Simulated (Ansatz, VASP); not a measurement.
**One calculation of MgO, two programs**

Contents of INCAR:

```
SYSTEM = MgO
PREC = Accurate ; ENCUT = 600
EDIFF = 1E-6 ; ISMEAR = 0
SIGMA = 0.01 ; LREAL = .FALSE.
LASPH = .TRUE. ; NELM = 120
ALGO = Normal ; ISIF = 2
LWAVE = .FALSE. ; LCHARG = .FALSE.
GGA = CA ; NBANDS = 11
GGA_COMPAT = .FALSE.
```

The input KPOINTS:

```
regular mesh
0
G
  10 10 10
  0 0 0
```

POSCAR

```
MgO
1.0
    2.0795922154      2.0795922154      0.0000000000
   -2.0795922154      2.0795922154      0.0000000000
    0.0000000000      2.0795922154      2.0795922154
Mg O
1 1
Direct
    0.0000000000      0.0000000000      0.0000000000
    0.5000000000      0.5000000000      0.0000000000
```

Input for Ansatz:

```yaml
crystal:
  lattice:
    - [2.07959221542, 2.07959221542, 0.0]
    - [-2.07959221542, 2.07959221542, 0.0]
    - [0.0, 2.07959221542, 2.07959221542]
  atoms:
    - { symbol: Mg, position: [0.0, 0.0, 0.0] }
    - { symbol: O, position: [0.5, 0.5, 0.0] }
kpoints:
  mp_grid: { grid: [10, 10, 10] }
scf:
  occupations: { method: fixed }
hamiltonian:
  xc: lda
  pseudopotentials: { kind: all_electron, lapw: { basis_error: 0.001 } }
output:
  forces: true
  stress: true
  eigenvalues: true
  eigenstates:
    nscf_kmesh: { grid: [16, 16, 16] }
    de_dk: true
    e_range: [-9, 15.03455238602]
checkpoint:
  write: ck
  write_wavefunctions: false
```

Alike in both runs: task single point; functional LDA; k mesh 10 × 10 × 10; no spin polarisation.

```csv
,VASP,Ansatz
version,VASP 6.6.1,Ansatz 0.2.0
potentials or method,"VASP PAW LDA potentials, release 64 (Mg, O), cutoff 600 eV","all-electron LAPW, scalar-relativistic"
occupations,"gaussian, width 0.01 eV",fixed
```

VASP gave:

- gap on the k mesh at the Fermi level (eV): 5.04
- pressure (GPa): -2.0

**Question.** Which values does Ansatz return?

**Answer.** gap on the k mesh at the Fermi level (eV): 5.04; pressure (GPa): 0.3.

LDA's correlation is that of Perdew and Zunger in VASP and of Perdew and Wang (1992) in Ansatz. Ansatz ran all-electron here, and VASP with PAW potentials.
